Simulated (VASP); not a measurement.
# KCl in VASP: a series of runs

The runs below take KCl through single point, with r2SCAN.

Program: VASP 6.6.1. These are calculated values, not measurements. Logs are shortened: lines on timing, memory, paths and dates and some standing lists are left out, and cuts for length are marked.

## Step 1: The cell of the first run

It takes space group I-4m2 (No. 119, tetragonal). The conventional cell has a = 4.960 Å, b = 4.960 Å, c = 6.871 Å, α = 90.00°, β = 90.00°, γ = 90.00°. K (site symmetry -4m2) has 4 Cl at 3.02 Å within 4.0 Å. Cl (site symmetry -4m2) has 4 K at 3.02 Å within 4.0 Å.

## Step 2: Single point, r2SCAN (uniaxial z strain -2.0%)

Input file POSCAR:

```
KCl
1.0
    0.0000000000      3.5072828304      3.4357342607
    3.5072828304      0.0000000000      3.4357342607
    3.5072828304      3.5072828304      0.0000000000
K Cl
1 1
Direct
    0.0000000000      0.0000000000      0.0000000000
    0.2500000000      0.2500000000      0.2500000000
```

Input file INCAR.step1:

```
SYSTEM = KCl
PREC = Accurate
ENCUT = 520
ISMEAR = 0
SIGMA = 0.01
LREAL = .False.
LASPH = .True.
NELM = 100
NBANDS = 15
GGA = PE
ALGO = Normal
EDIFF = 1E-4
LWAVE = .True.
LCHARG = .False.
```

Input file INCAR.step2:

```
SYSTEM = KCl
PREC = Accurate
ENCUT = 520
EDIFF = 1E-6
ISMEAR = 0
SIGMA = 0.01
LREAL = .False.
LASPH = .True.
NELM = 100
ALGO = Normal
ISIF = 2
LWAVE = .False.
LCHARG = .False.
METAGGA = R2SCAN
LMIXTAU = .True.
NBANDS = 15
ISTART = 1
```

Input file KPOINTS:

```
Automatic mesh
0
Gamma
  6 6 6
  0 0 0
```

Potentials or basis: VASP PAW PBE potentials, release 64 (K_sv, Cl).

Started as:

```bash
$ cat potpaw_PBE.64/K_sv/POTCAR potpaw_PBE.64/Cl/POTCAR > POTCAR
$ cp INCAR.step1 INCAR
$ mpirun -np 1 vasp_std > vasp.out
$ cp INCAR.step2 INCAR
$ mpirun -np 1 vasp_std > vasp.out
```

OUTCAR:

```text
SYSTEM = KCl
   PREC = Accurate
   ENCUT = 520
   EDIFF = 1E-6
   ISMEAR = 0
   LREAL = .False.
   LASPH = .True.
   NELM = 100
   ISIF = 2
   METAGGA = R2SCAN
   ISTART = 1

 ion  position               nearest neighbor table
   1  0.000  0.000  0.000-   2 3.02   2 3.02   2 3.02   2 3.02
   2  0.250  0.250  0.250-   1 3.02   1 3.02   1 3.02   1 3.02

  LATTYP: Found a body centered tetragonal cell.
 ALAT       =     4.9600469458
 C/A-ratio  =     1.3853636057

  Lattice vectors:

 A1 = (   0.0000000000,  -3.5072828304,  -3.4357342607)
 A2 = (   0.0000000000,   3.5072828304,  -3.4357342607)
 A3 = (   3.5072828304,   0.0000000000,   3.4357342607)

Analysis of symmetry for initial positions (statically):
=====================================================================
 Subroutine PRICEL returns:
 Original cell was already a primitive cell.

 Routine SETGRP: Setting up the symmetry group for a
 body centered tetragonal supercell.

 Subroutine GETGRP returns: Found  8 space group operations
 (whereof  8 operations were pure point group operations)
 out of a pool of 16 trial point group operations.

The static configuration has the point symmetry D_2d.

Analysis of symmetry for dynamics (positions and initial velocities):
=====================================================================
 Subroutine PRICEL returns:
 Original cell was already a primitive cell.

 Routine SETGRP: Setting up the symmetry group for a
 body centered tetragonal supercell.

 Subroutine GETGRP returns: Found  8 space group operations
 (whereof  8 operations were pure point group operations)
 out of a pool of 16 trial point group operations.

The dynamic configuration has the point symmetry D_2d.

 Subroutine INISYM returns: Found  8 space group operations
 (whereof  8 operations are pure point group operations),
 and found     1 'primitive' translations

----------------------------------------------------------------------------------------

                                     Primitive cell

  volume of cell :      84.5262

  direct lattice vectors                    reciprocal lattice vectors
     0.000000000  3.507282830  3.435734261    -0.142560502  0.142560502  0.145529299
     3.507282830  0.000000000  3.435734261     0.142560502 -0.142560502  0.145529299
     3.507282830  3.507282830  0.000000000     0.142560502  0.142560502 -0.145529299

  length of vectors
     4.909715141  4.909715141  4.960046946     0.248647884  0.248647884  0.248647884

  position of ions in fractional coordinates (direct lattice)
     0.000000000  0.000000000  0.000000000
     0.250000000  0.250000000  0.250000000

  ion indices of the primitive-cell ions
   primitive index   ion index
                 1           1
                 2           2

----------------------------------------------------------------------------------------

 KPOINTS: Automatic mesh

Automatic generation of k-mesh.
 Grid dimensions read from file:
 generate k-points for:    6    6    6

 Generating k-lattice:

  Cartesian coordinates                     Fractional coordinates (reciprocal lattice)
    -0.023760084  0.023760084  0.024254883     0.166666667 -0.000000000  0.000000000
     0.023760084 -0.023760084  0.024254883    -0.000000000  0.166666667  0.000000000
     0.023760084  0.023760084 -0.024254883     0.000000000  0.000000000  0.166666667

  Length of vectors
     0.041441314  0.041441314  0.041441314

  Shift w.r.t. Gamma in fractional coordinates (k-lattice)
     0.000000000  0.000000000  0.000000000

 Subroutine IBZKPT returns following result:
 ===========================================

 Found     30 irreducible k-points:

 Following reciprocal coordinates:
            Coordinates               Weight
  0.000000  0.000000  0.000000      1.000000
  0.166667  0.000000  0.000000      8.000000
  0.333333 -0.000000  0.000000      8.000000
  0.500000  0.000000  0.000000      4.000000
  0.166667  0.166667  0.000000      2.000000
  0.333333  0.166667  0.000000      8.000000
[... 16 lines left out ...]
  0.333333  0.000000  0.333333      4.000000
  0.500000  0.000000  0.333333     16.000000
 [... further k-points ...]
   k-points           NKPTS =     30   k-points in BZ     NKDIM =     30   number of bands    NBANDS=     15
   number of dos      NEDOS =    301   number of ions     NIONS =      2
   total plane-waves  NPLWV =  64000
   dimension x,y,z NGX =    40 NGY =   40 NGZ =   40
   dimension x,y,z NGXF=    80 NGYF=   80 NGZF=   80
   ions per type =               1   1
   NGX,Y,Z   is equivalent  to a cutoff of  13.54, 13.54, 13.41 a.u.
   NGXF,Y,Z  is equivalent  to a cutoff of  27.09, 27.09, 26.81 a.u.
 SYSTEM =  KCl
   PREC   = accura    normal or accurate (medium, high low for compatibility)
   ISTART =      1    job   : 0-new  1-cont  2-samecut
   ICHARG =      0    charge: 1-file 2-atom 10-const
   ISPIN  =      1    spin polarized calculation?
   LNONCOLLINEAR =      F non collinear calculations
   LSORBIT =      F    spin-orbit coupling
   LASPH  =      T    aspherical Exc in radial PAW
   ENCUT  =  520.0 eV  38.22 Ry    6.18 a.u.   9.13  9.13  9.22*2*pi/ulx,y,z
   NELM   =    100;   NELMIN=  2; NELMDL=  0     # of ELM steps
   EDIFF  = 0.1E-05   stopping-criterion for ELM
   LREAL  =      F    real-space projection
   EDIFFG = 0.1E-04   stopping-criterion for IOM
   NSW    =      0    number of steps for IOM
   IBRION =     -1    ionic relax: 0-MD 1-quasi-New 2-CG
   NFREE  =      0    steps in history (QN), initial steepest desc. (CG)
   ISIF   =      2    stress and relaxation
   ISYM   =      2    0-nonsym 1-usesym 2-fastsym
   POTIM  = 0.5000    time-step for ionic-motion
   TEBEG  =    0.0;   TEEND  =   0.0 temperature during run
   PSTRESS=    0.0 pullay stress
   NELECT =      16.0000    total number of electrons
   NUPDOWN=      -1.0000    fix difference up-down
   EMIN   =  10.00;   EMAX   =-10.00  energy-range for DOS
   EFERMI =   0.00;   METHOD = LEGACY
   ISMEAR =     0;   SIGMA  =   0.01  broadening in eV -4-tet -1-fermi 0-gaus
   EFERMI_NEDOS =   21; number of points for ismear=-14 and -15
   IALGO  =     38    algorithm
   IMIX   =      4    mixing-type and parameters
     AMIX     =   0.40;   BMIX     =  1.00
     AMIX_MAG =   1.60;   BMIX_MAG =  1.00
  volume/ion in A,a.u.               =      42.26       285.21
  Fermi-wavevector in a.u.,A,eV,Ry     =   0.939978  1.776301 12.021550  0.883559
  Thomas-Fermi vector in A             =   2.067344
   LORBIT       =      0    0 simple, 1 ext, 2 COOP (PROOUT), +10 PAW based schemes
   METAGGA = R2SCAN    functional components
   LHFCALC =     F    Hartree Fock is set to
   AEXX    =    0.0000 exact exchange contribution
   IVDW    =     0    specifies the selected vdW correction
   LEPSILON=     F    determine dielectric tensor
   LRPA    =     F    only Hartree local field effects (RPA)
 non-spin polarized calculation
 Gauss-broadening in eV      SIGMA  =   0.01
  energy-cutoff  :      520.00
  volume of cell :       84.53
 maximum number of plane-waves:      2312
 NGX is ok and might be reduce to    40
   NGX = 19   NGY = 19   NGZ = 19

 number of electron      16.0000001 magnetization

 Free energy of the ion-electron system (eV)
  ---------------------------------------------------
  ext. energy  EPLUGINS =         0.00000000
  ---------------------------------------------------
  free energy    TOTEN  =       -16.22011057 eV

  energy without entropy =      -16.22011057  energy(sigma->0) =      -16.22011057

 E-fermi :  -3.4876     XC(G=0):  -6.4512

 val. band max:       -3.5396293625   @ k =   0.5000   0.0000   0.5000
 cond. band min:       1.8416201949   @ k =   0.0000   0.0000   0.0000
 fundamental gap:      5.3812495574
 Fermi energy:        -3.4875717671

 k-point     1 :       0.0000    0.0000    0.0000
  band No.  band energies     occupation
      1     -31.8358      2.00000
      2     -15.8519      2.00000
      3     -14.5631      2.00000
      4     -14.5600      2.00000
      5     -14.5600      2.00000
      6      -3.5917      2.00000
      7      -3.5917      2.00000
      8      -3.5844      2.00000
      9       1.8416      0.00000
     10       6.5524      0.00000
     11       6.7031      0.00000
     12       7.6311      0.00000
     13       7.6311      0.00000
     14       7.7440      0.00000
     15       8.8410      0.00000

 k-point     2 :       0.1667    0.0000    0.0000
  band No.  band energies     occupation
      1     -31.8350      2.00000
      2     -15.8995      2.00000
      3     -14.5648      2.00000
      4     -14.5630      2.00000
      5     -14.5080      2.00000
      6      -3.6811      2.00000
      7      -3.5849      2.00000
      8      -3.5771      2.00000
      9       2.2769      0.00000
     10       6.2725      0.00000
     11       6.3811      0.00000
     12       7.2525      0.00000
     13       7.9927      0.00000
     14       8.1110      0.00000
     15       8.1877      0.00000

 k-point     3 :       0.3333   -0.0000    0.0000
  band No.  band energies     occupation
      1     -31.8333      2.00000
      2     -15.9842      2.00000
      3     -14.5701      2.00000
      4     -14.5692      2.00000
      5     -14.4132      2.00000
      6      -3.8278      2.00000
      7      -3.5720      2.00000
      8      -3.5587      2.00000
      9       3.2824      0.00000
     10       5.8387      0.00000
     11       6.1037      0.00000
     12       6.1970      0.00000
     13       7.8842      0.00000
     14       7.9875      0.00000
     15       8.0189      0.00000

 k-point     4 :       0.5000    0.0000    0.0000
  band No.  band energies     occupation
      1     -31.8325      2.00000
      2     -16.0226      2.00000
      3     -14.5728      2.00000
      4     -14.5722      2.00000
      5     -14.3702      2.00000
      6      -3.8864      2.00000
      7      -3.5660      2.00000
      8      -3.5500      2.00000
      9       4.2966      0.00000
     10       4.6248      0.00000
     11       6.1170      0.00000
     12       6.2089      0.00000
     13       7.7192      0.00000
     14       7.7935      0.00000
     15       8.5372      0.00000
[... 307 lines left out ...]
 k-point    22 :      -0.3333    0.5000    0.1667
  band No.  band energies     occupation
      1     -31.8313      2.00000
      2     -16.0631      2.00000
      3     -14.5983      2.00000
      4     -14.5886      2.00000
      5     -14.2909      2.00000
      6      -3.8481      2.00000
      7      -3.6547      2.00000
      8      -3.5550      2.00000
      9       3.8001      0.00000
     10       4.7757      0.00000
     11       7.2027      0.00000
     12       7.2905      0.00000
     13       7.5312      0.00000
     14       7.9524      0.00000
     15       8.4894      0.00000

 k-point    23 :       0.3333    0.0000    0.3333
  band No.  band energies     occupation
      1     -31.8325      2.00000
      2     -16.0237      2.00000
      3     -14.5846      2.00000
      4     -14.5793      2.00000
      5     -14.3478      2.00000
      6      -3.8874      2.00000
      7      -3.5585      2.00000
      8      -3.5483      2.00000
      9       3.4795      0.00000
     10       4.7380      0.00000
     11       6.7993      0.00000
     12       7.5711      0.00000
     13       7.7759      0.00000
     14       7.8813      0.00000
     15       8.9287      0.00000

 k-point    24 :       0.5000    0.0000    0.3333
  band No.  band energies     occupation
      1     -31.8317      2.00000
      2     -16.0586      2.00000
      3     -14.5940      2.00000
      4     -14.5840      2.00000
      5     -14.2998      2.00000
      6      -3.8952      2.00000
      7      -3.5940      2.00000
      8      -3.5439      2.00000
      9       3.7493      0.00000
     10       4.7595      0.00000
     11       6.7824      0.00000
     12       7.1013      0.00000
     13       8.0201      0.00000
     14       8.1066      0.00000
     15       8.4077      0.00000

 [... further k-points ...]
[... 5 lines left out ...]
  --------------------------------------------------------------------------------------
  -------------------------------------------------------------------------------------
  Total        0.1324872      0.1324872      0.1299883      0.0000000      0.0000000      0.0000000
  in kB        2.5112696      2.5112696      2.4639033      0.0000000      0.0000000      0.0000000
  external PRESSURE =       2.4954808 kB  Pullay stress =       0.0000000 kB

 VOLUME and BASIS-vectors are now :
 -----------------------------------------------------------------------------
  energy-cutoff  :      520.00
  volume of cell :       84.53
      direct lattice vectors                 reciprocal lattice vectors
     0.000000000  3.507282830  3.435734261    -0.142560502  0.142560502  0.145529299
     3.507282830  0.000000000  3.435734261     0.142560502 -0.142560502  0.145529299
     3.507282830  3.507282830  0.000000000     0.142560502  0.142560502 -0.145529299

 POSITION                                       TOTAL-FORCE (eV/Angst)
 -----------------------------------------------------------------------------------
      0.00000      0.00000      0.00000         0.000000      0.000000     -0.000000
      1.75364      1.75364      1.71787        -0.000000     -0.000000      0.000000
 -----------------------------------------------------------------------------------
    total drift:                               -0.000000     -0.000000     -0.000000

  FREE ENERGIE OF THE ION-ELECTRON SYSTEM (eV)
  ---------------------------------------------------
  free  energy   TOTEN  =       -16.2201105738 eV

  energy  without entropy=      -16.2201105738  energy(sigma->0) =      -16.22011057
```

Wall time 1.8 min (1 thread of Intel Xeon 6975P-C (Granite Rapids), shared host); peak memory 0.26 GiB.

Results:

```yaml
Free_energy: -16.2201 eV
Pressure: 0.2 GPa
Band_gap_on_the_k_mesh: 5.38 eV, indirect (least direct gap 5.43 eV)
```

Levels at points of the mesh, in eV from the valence-band top:
```csv
k point,band 4,band 5,band 6,band 7,band 8,band 9,band 10,band 11,band 12,band 13
"(0.00, 0.00, 0.00)",-11.02,-11.02,-0.05,-0.05,-0.04,5.38,10.09,10.24,11.17,11.17
"(0.50, 0.00, 0.00)",-11.03,-10.83,-0.35,-0.03,-0.01,7.84,8.16,9.66,9.75,11.26
"(0.50, 0.50, 0.00)",-11.05,-10.76,-0.41,-0.02,-0.02,7.20,8.33,11.11,11.14,11.14
"(0.50, 0.00, 0.50)",-11.05,-10.75,-0.42,0.00,0.00,7.17,8.30,10.98,11.12,11.19
```

Caveat: the cell differs from its parent crystal (uniaxial z strain -2.0%); the PAW data sets were made with another functional, which shifts forces and pressure a little. A k mesh can miss the band edges.

## Step 3: Single point, r2SCAN (epitaxial 111 strain -1.1%)

Input file POSCAR:

```
KCl
1.0
    0.0560547066      3.5265110673      3.5265110673
    3.5265110673      0.0560547066      3.5265110673
    3.5265110673      3.5265110673      0.0560547066
K Cl
1 1
Direct
    0.0018627498      0.0018627498      0.0018627498
    0.2481372502      0.2481372502      0.2481372502
```

Input file INCAR.step1:

```
SYSTEM = KCl
  PREC = Accurate
  ENCUT = 520
  ISMEAR = 0
  SIGMA = 0.01
  LREAL = .False.
  LASPH = .True.
  NELM = 80
  NBANDS = 15
  GGA = PE
  ALGO = Normal
  EDIFF = 1E-4
  LWAVE = .True.
  LCHARG = .False.
```

Input file INCAR.step2:

```
SYSTEM = KCl
  PREC = Accurate
  ENCUT = 520
  EDIFF = 1E-7
  ISMEAR = 0
  SIGMA = 0.01
  LREAL = .False.
  LASPH = .True.
  NELM = 80
  ALGO = Normal
  ISIF = 2
  LWAVE = .False.
  LCHARG = .False.
  METAGGA = R2SCAN
  LMIXTAU = .True.
  NBANDS = 15
  ISTART = 1
```

KPOINTS is that of step 2.

Potentials or basis: VASP PAW PBE potentials, release 64 (K_sv, Cl).

Started as:

```bash
$ cat potpaw_PBE.64/K_sv/POTCAR potpaw_PBE.64/Cl/POTCAR > POTCAR
$ cp INCAR.step1 INCAR
$ mpirun -np 1 vasp_std > vasp.out
$ cp INCAR.step2 INCAR
$ mpirun -np 1 vasp_std > vasp.out
```

Wall time 2.3 min (1 thread of Intel Xeon 6975P-C (Granite Rapids), shared host); peak memory 0.26 GiB.

The run converged. Its results:

* Free energy: -16.2211 eV
* Pressure: 0.1 GPa
* Band gap on the k mesh: 5.35 eV, indirect (least direct gap 5.39 eV)

Forces on the atoms (eV/Å):
```
K   -0.001 -0.001 -0.001
Cl   0.001  0.001  0.001
```

Levels at points of the mesh, in eV from the valence-band top:
| k point | band 6 | band 7 | band 8 | band 9 | band 10 | band 11 |
| --- | --- | --- | --- | --- | --- | --- |
| (0.00, 0.00, 0.00) | -0.07 | -0.04 | -0.04 | 5.35 | 10.14 | 10.14 |
| (0.50, 0.00, 0.00) | -0.34 | -0.03 | -0.02 | 7.82 | 8.12 | 9.54 |
| (0.50, 0.50, 0.00) | -0.41 | -0.02 | 0.00 | 7.16 | 8.29 | 10.92 |
| (0.50, 0.50, 0.50) | -0.36 | 0.00 | 0.00 | 7.73 | 8.09 | 9.69 |

Caveat: the cell differs from its parent crystal (epitaxial 111 strain -1.1%); the PAW data sets were made with another functional, which shifts forces and pressure a little.
